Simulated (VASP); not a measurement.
Here is a VASP 6.6.1 calculation.

The input INCAR:

```
SYSTEM = W3O
ALGO = Fast ; EDIFF = 1E-6
ENCUT = 520 ; GGA = PE
ISIF = 2 ; ISMEAR = 0
LASPH = .True. ; LCHARG = .False.
LREAL = Auto ; LWAVE = .False.
NBANDS = 110 ; NELM = 80
PREC = Accurate ; SIGMA = 0.15
```

KPOINTS

```
k-points
0
Gamma
  8 8 4
  0 0 0
```

The input POSCAR:

```
W3O
1.0
    0.0000000000     -4.8845028678      0.0000000000
    0.0000000000      0.0000000000     -4.8845028678
    9.7690057356      0.0000000000      0.0000000000
W O
12 4
Direct
    0.2500000000      1.0000000000      0.2500000000
    0.2500000000      1.0000000000      0.7500000000
    0.5000000000      0.2500000000      0.5000000000
    0.5000000000      0.2500000000      0.0000000000
    1.0000000000      0.5000000000      0.1250000000
    1.0000000000      0.5000000000      0.6250000000
    0.7500000000      1.0000000000      0.2500000000
    0.7500000000      1.0000000000      0.7500000000
    0.5000000000      0.7500000000      0.5000000000
    0.5000000000      0.7500000000      0.0000000000
    1.0000000000      0.5000000000      0.3750000000
    1.0000000000      0.5000000000      0.8750000000
    0.5000000000      0.5000000000      0.2500000000
    0.5000000000      0.5000000000      0.7500000000
    0.0000000000      0.0000000000      0.0000000000
    0.0000000000      0.0000000000      0.5000000000
```

Potentials or basis: VASP PAW PBE potentials, release 64 (W_sv, O).

Command:

```sh
$ cat potpaw_PBE.64/W_sv/POTCAR potpaw_PBE.64/O/POTCAR > POTCAR
$ mpirun -np 1 vasp_std > vasp.out
```

Q: Predict the pressure.

A: 0.8 GPa.

Q: Predict the band gap on the k mesh.

A: Zero (bands 96 and 97 overlap by 0.83 eV).

Caveat: spin-orbit coupling is left out, which moves the levels of the heavy elements.
